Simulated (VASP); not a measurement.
Input of a VASP 6.6.1 run:

INCAR

```
SYSTEM = Cs2VH6
ALGO = Normal ; EDIFF = 1E-6
EDIFFG = -0.04 ; ENCUT = 600
GGA = PE ; IBRION = 2
ISIF = 3 ; ISMEAR = 0
ISPIN = 2 ; LASPH = .True.
LCHARG = .False. ; LMAXMIX = 4
LORBIT = 11 ; LREAL = .False.
LWAVE = .False. ; MAGMOM = 0 0 2 0 0 0 0 0 0
NELM = 150 ; NSW = 90
PREC = Accurate ; SIGMA = 0.1
```

Contents of KPOINTS:

```
k-points
0
Gamma
  4 4 4
  0 0 0
```

File POSCAR:

```
Cs2VH6
1.0
    0.0000000000      4.2381787900      4.2381787900
    4.2381787900      0.0000000000      4.2381787900
    4.2381787900      4.2381787900      0.0000000000
Cs V H
2 1 6
Direct
    0.7500000000      0.7500000000      0.7500000000
    0.2500000000      0.2500000000      0.2500000000
    0.0000000000      0.0000000000      0.0000000000
    0.7744643700      0.7744643700      0.2255356300
    0.2255356300      0.7744643700      0.2255356300
    0.7744643700      0.2255356300      0.2255356300
    0.2255356300      0.2255356300      0.7744643700
    0.7744643700      0.2255356300      0.7744643700
    0.2255356300      0.7744643700      0.7744643700
```

Potentials or basis: VASP PAW PBE potentials, release 64 (Cs_sv, V_sv, H).

Launch:

```sh
$ cat potpaw_PBE.64/Cs_sv/POTCAR potpaw_PBE.64/V_sv/POTCAR potpaw_PBE.64/H/POTCAR > POTCAR
$ mpirun -np 1 vasp_std > vasp.out
```

(1) What does it give for the relaxed cell?

(2) Estimate the site moments.

## Answers

(1) a = 6.500 Å, b = 6.500 Å, c = 6.500 Å, α = 60.00°, β = 60.00°, γ = 60.00°.

(2) Cs +0.00; V +0.96; H -0.01 μB.
